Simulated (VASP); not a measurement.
Crystal: Fe.

```
Fe
1.0
    -1.44550    1.44550    1.44550
     1.44550   -1.44550    1.44550
     1.44550    1.44550   -1.44550
Fe
1
Direct
  0.00000 0.00000 0.00000
```

Base run:

- Program: VASP 6.6.1
- Functional: PBEsol
- Potentials or basis: VASP PAW PBE potentials, release 64 (Fe_sv)
- Cutoff: 690 eV
- k mesh: 12 × 12 × 12
- Occupations: fermi-dirac, width 0.1 eV
- Spin: collinear spin, ferromagnetic start
- Starting moments: [3.69] μB
- Fixed moment: 3.69 μB
- Hubbard terms: Fe d U = 5.3 eV

Its results: pressure 31.1 GPa; site moments Fe +3.58 μB.

Question: The run is repeated on the same cell with these changes: fixed moment from 3.69 μB to 1.85 μB; moments at the start from [3.69] to [1.85]. What comes out?

Answer: Pressure -17.4 GPa; site moments Fe +2.11 μB.

Caveats: the PAW data sets were made with another functional, which shifts forces and pressure a little; the total moment is fixed, so each spin has its own Fermi level and the state may be an excited one; the U is typed as a test and isn't derived for this compound; the cell stands under pressure (at least some runs); the cell stands under tension (at least some runs).
